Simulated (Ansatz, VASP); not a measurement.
**TiO2: VASP beside Ansatz**

POSCAR

```
TiO2
1.0
    0.0000000000      2.3349890976      2.3349890976
    2.3349890976      0.0000000000      2.3349890976
    2.3349890976      2.3349890976      0.0000000000
Ti O
1 2
Direct
    0.0000000000      0.0000000000      0.0000000000
    0.2500000000      0.2500000000      0.2500000000
    0.7500000000      0.7500000000      0.7500000000
```

The input INCAR.step1:

```
PREC = Accurate
ENCUT = 520
ISMEAR = 0
SIGMA = 0.01
LREAL = False
LASPH = True
NELM = 100
NBANDS = 19
GGA = PE
ALGO = Normal
EDIFF = 1E-4
LWAVE = True
LCHARG = False
```

The input INCAR.step2:

```
PREC = Accurate
ENCUT = 520
EDIFF = 1E-6
ISMEAR = 0
SIGMA = 0.01
LREAL = False
LASPH = True
NELM = 100
ALGO = Normal
ISIF = 2
LWAVE = False
LCHARG = False
METAGGA = R2SCAN
LMIXTAU = True
NBANDS = 19
ISTART = 1
```

Contents of KPOINTS:

```
regular mesh
0
Gamma
  10 10 10
```

Input for Ansatz:

```yaml
crystal:
  lattice:
    - [0.0, 2.3349890976, 2.3349890976]
    - [2.3349890976, 0.0, 2.3349890976]
    - [2.3349890976, 2.3349890976, 0.0]
  atoms:
    - { symbol: Ti, position: [0.0, 0.0, 0.0] }
    - { symbol: O, position: [0.25, 0.25, 0.25] }
    - { symbol: O, position: [0.75, 0.75, 0.75] }
kpoints:
  mp_grid: { grid: [10, 10, 10] }
  band_path:
    path:
      - [0.0, 0.0, 0.0]
      - [0.5, 0.0, 0.5]
      - [0.625, 0.25, 0.625]
      - [0.375, 0.375, 0.75]
      - [0.5, 0.5, 0.5]
      - [0.5, 0.25, 0.75]
    npoints: 1
hamiltonian:
  xc: r2scan
scf:
  occupations: { method: fixed }
  n_extra_bands: 4
output:
  forces: true
  stress: true
  eigenvalues: true
  write_density: true
  write_potential: true
  elf: true
  volumetric_format: npy
```

Change from the starting cell: hydrostatic strain -2.6%.

Alike in both runs: task single point; functional r2SCAN; k mesh 10 × 10 × 10; no spin polarisation.

|  | VASP | Ansatz |
| --- | --- | --- |
| version | VASP 6.6.1 | Ansatz 0.2.0 |
| potentials or method | VASP PAW PBE potentials, release 64 (Ti_sv, O) | plane waves, PAW |
| plane-wave cutoff (eV) | 520 | 500 |
| occupations | gaussian, width 0.01 eV | fixed |
| valence electrons in the cell | 24 | 24 |

Ansatz gave:

| Property | Result |
| --- | --- |
| gap on the k mesh at the Fermi level (eV) | 1.59 |
| pressure (GPa) | 25.5 |

**Question.** What did VASP give for the same quantities?

**Answer.** gap on the k mesh at the Fermi level (eV): 1.63; pressure (GPa): 27.6.

VASP's potentials were made for PBE, not for r2SCAN.
